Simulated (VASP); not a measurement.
Set up this calculation in VASP 6.6.1, as the native input.

```yaml
Task: single point
Functional: revPBE
Dispersion: D4
Potentials_or_basis: VASP PAW PBE potentials, release 64 (Br, K_sv)
Cutoff: 520 eV
k_mesh: 7 × 7 × 7
Occupations: fermi-dirac, width 0.05 eV
Spin: no spin polarisation
Dipole_correction: no
Further_INCAR_settings: ALGO = Normal; EDIFF = 1e-07; NBANDS = 15
```

The structure of KBr lies in POSCAR:

```
KBr
1.0
    0.0000000000      3.3615463381      3.3615463381
    3.3615463381      0.0000000000      3.3615463381
    3.3615463381      3.3615463381      0.0000000000
Br K
1 1
Direct
    0.5000000000      0.5000000000      0.5000000000
    0.0000000000      0.0000000000      0.0000000000
```

One way to write it, as run:

INCAR

```
SYSTEM = KBr
ALGO = Normal ; EDIFF = 1E-7
ENCUT = 520 ; GGA = RE
ISIF = 2 ; ISMEAR = -1
IVDW = 13 ; LASPH = .TRUE.
LCHARG = .FALSE. ; LREAL = .FALSE.
LWAVE = .FALSE. ; NBANDS = 15
NELM = 80 ; PREC = Accurate
SIGMA = 0.05
```

KPOINTS

```
k-points
0
G
  7 7 7
  0 0 0
```

Potentials or basis: VASP PAW PBE potentials, release 64 (Br, K_sv).

Run with:

```bash
$ cat potpaw_PBE.64/Br/POTCAR potpaw_PBE.64/K_sv/POTCAR > POTCAR
$ mpirun -np 1 vasp_std > vasp.out
```

It gave:

```
Pressure                   : 0.1 GPa
Band gap on the k mesh     : 4.58 eV, direct
Dispersion energy per atom : -0.173 eV
```

Caveat: the PAW data sets were made with another functional, which shifts forces and pressure a little.

Run time: 66 s on 1 thread of AMD EPYC 7571, with other jobs on the host, peak memory 0.18 GiB.
